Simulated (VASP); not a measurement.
The system is SnSe.

```
Sn Se
1.0
     0.00000    3.06903    3.06903
     3.06903    0.00000    3.06903
     3.06903    3.06903    0.00000
Sn Se
1 1
Direct
  0.00000 0.00000 0.00000
  0.50000 0.50000 0.50000
```

Base run:

| Property | Result |
| --- | --- |
| Program | VASP 6.6.1 |
| Functional | PBEsol |
| Potentials or basis | VASP PAW PBE potentials, release 64 (Sn_d, Se) |
| Cutoff | 520 eV |
| k mesh | 8 × 8 × 8 |
| Occupations | fermi-dirac, width 0.05 eV |
| Spin | no spin polarisation |

Its results: band gap on the k mesh 0.41 eV, direct; pressure -4.4 GPa.

After a change of settings the same cell gave: band gap on the k mesh 0.34 eV, direct; pressure 0.4 GPa. Which change was it?
A. functional from PBEsol to r2SCAN; dispersion from none to D4
B. functional from PBEsol to LDA; potentials or basis from VASP PAW PBE potentials, release 64 (Sn_d, Se) to VASP PAW LDA potentials, release 64 (Sn_d, Se)
C. functional from PBEsol to PBE; dispersion from none to D4
D. functional from PBEsol to BLYP; dispersion from none to D3(BJ)

C.

Caveats: spin-orbit coupling is left out, which moves the levels of the heavy elements; the PAW data sets were made with another functional, which shifts forces and pressure a little (some runs).
